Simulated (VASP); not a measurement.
Input of a VASP 6.6.1 run:

Contents of INCAR:

```
SYSTEM = RbCl
PREC = Accurate ; ENCUT = 500
EDIFF = 1E-6 ; ISMEAR = -1
SIGMA = 0.03 ; LREAL = .False.
LASPH = .True. ; NELM = 200
ALGO = Normal ; ISIF = 2
LWAVE = .False. ; LCHARG = .True.
MAGMOM = 0 0 0 0 0 0 ; LORBIT = 11
LSORBIT = .True. ; GGA_COMPAT = .False.
LORBMOM = .True. ; GGA = PE
LVHAR = .True. ; NBANDS = 28
```

The input KPOINTS:

```
regular mesh
0
Gamma
  6 6 6
  0 0 0
```

Contents of POSCAR:

```
RbCl
1.0
    0.0000000000      3.2740000000      3.2740000000
    3.2740000000      0.0000000000      3.2740000000
    3.2740000000      3.2740000000      0.0000000000
Rb Cl
1 1
Direct
    0.0000000000      0.0000000000      0.0000000000
    0.5000000000      0.5000000000      0.5000000000
```

Potentials or basis: VASP PAW PBE potentials, release 64 (Rb_sv, Cl).

Launch:

```console
$ cat potpaw_PBE.64/Rb_sv/POTCAR potpaw_PBE.64/Cl/POTCAR > POTCAR
$ mpirun -np 1 vasp_ncl > vasp.out
```

Problem. What does it give for the pressure?

Solution. 1.2 GPa.

Problem. Estimate the net moment.

Solution. 0.00 μB per cell.

Moments on the atoms (μB; x, y, z):
```
Rb  0.00 0.00 0.00
Cl  0.00 0.00 0.00
```
